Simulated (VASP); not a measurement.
Wanted: the native input for a VASP 6.6.1 run.

```
Task                   : relaxation of cell and atoms
Functional             : PBE
Potentials or basis    : VASP PAW PBE potentials, release 64 (Mg)
Cutoff                 : 600 eV
k mesh                 : 16 × 16 × 16
Occupations            : fermi-dirac, width 0.1 eV
Spin                   : no spin polarisation
Target pressure        : 15 GPa
Dipole correction      : no
Further INCAR settings : ALGO = Normal; EDIFF = 1e-06; IBRION = 2; EDIFFG = -0.005; NSW = 32; ISIF = 3
```

The structure of Mg lies in POSCAR:

```
Mg
1.0
    0.0000000000      2.0755527098      2.0755527098
    2.0755527098      0.0000000000      2.0755527098
    2.0755527098      2.0755527098      0.0000000000
Mg
1
Direct
    0.0000000000      0.0000000000      0.0000000000
```

This isn't the form of Mg at room conditions, which is hcp.

One way to write it, as run:

INCAR

```
SYSTEM = Mg
PREC = Accurate ; ENCUT = 600
EDIFF = 1E-6 ; ISMEAR = -1
SIGMA = 0.1 ; LREAL = .False.
LASPH = .True. ; NELM = 100
ALGO = Normal ; ISIF = 3
LWAVE = .False. ; LCHARG = .False.
GGA = PE ; IBRION = 2
NSW = 32 ; EDIFFG = -0.005
PSTRESS = 150.0
```

KPOINTS

```
regular mesh
0
Gamma
  16 16 16
  0 0 0
```

Potentials or basis: VASP PAW PBE potentials, release 64 (Mg).

Launch:

```sh
$ cat potpaw_PBE.64/Mg/POTCAR > POTCAR
$ mpirun -np 1 vasp_std > vasp.out
```

It gave:

```json
{
 "Pressure after relaxing": "15.0 GPa",
 "Band gap on the k mesh": "zero (bands 1 and 2 overlap by 2.88 eV)"
}
```

Caveat: the cell is relaxed towards a set pressure, so the run minimises the enthalpy, not the energy.

Run time: 4.8 s on 1 thread of AMD EPYC 9R45 (Zen 5) (shared host), peak memory 0.11 GiB.
